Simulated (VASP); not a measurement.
Write the native input for VASP 6.6.1 that does the following.

- Task: single point
- Functional: PBE
- Potentials or basis: VASP PAW PBE potentials, release 64 (Zn, W_sv)
- Cutoff: 520 eV
- k mesh: 10 × 10 × 10
- Occupations: gaussian, width 0.1 eV
- Spin: no spin polarisation
- Dipole correction: no
- Further INCAR settings: ALGO = Fast; EDIFF = 1e-06; NBANDS = 47

The structure of Zn2W lies in POSCAR:

```
Zn2W
1.0
    0.0000000000      3.4720448369      3.4720448369
    3.4720448369      0.0000000000      3.4720448369
    3.4720448369      3.4720448369      0.0000000000
Zn W
4 2
Direct
    0.1250000000      0.1250000000      0.1250000000
    0.6250000000      0.1250000000      0.1250000000
    0.1250000000      0.1250000000      0.6250000000
    0.1250000000      0.6250000000      0.1250000000
    0.5000000000      0.5000000000      0.5000000000
    0.7500000000      0.7500000000      0.7500000000
```

These files were run (other wordings do the same):

INCAR

```
ALGO = Fast
EDIFF = 1E-6
ENCUT = 520
GGA = PE
ISIF = 2
ISMEAR = 0
LASPH = True
LCHARG = True
LELF = True
LREAL = False
LVHAR = True
LWAVE = False
NBANDS = 47
NELM = 100
PREC = Accurate
SIGMA = 0.1
```

KPOINTS

```
k-points
0
Gamma
  10 10 10
```

Potentials or basis: VASP PAW PBE potentials, release 64 (Zn, W_sv).

Launch:

```bash
$ cat potpaw_PBE.64/Zn/POTCAR potpaw_PBE.64/W_sv/POTCAR > POTCAR
$ mpirun -np 1 vasp_std > vasp.out
```

It gave:

```json
{
 "Pressure": "0.6 GPa",
 "Band gap on the k mesh": "zero (band 38 reaches 6.69 eV, above the bottom of band 39 at 6.48 eV)"
}
```

Caveat: spin-orbit coupling is left out, which moves the levels of the heavy elements.

It took 8.1 min on 1 thread of Oxide Virtual Turin-like Processor (shared host), peak memory 0.3 GiB.
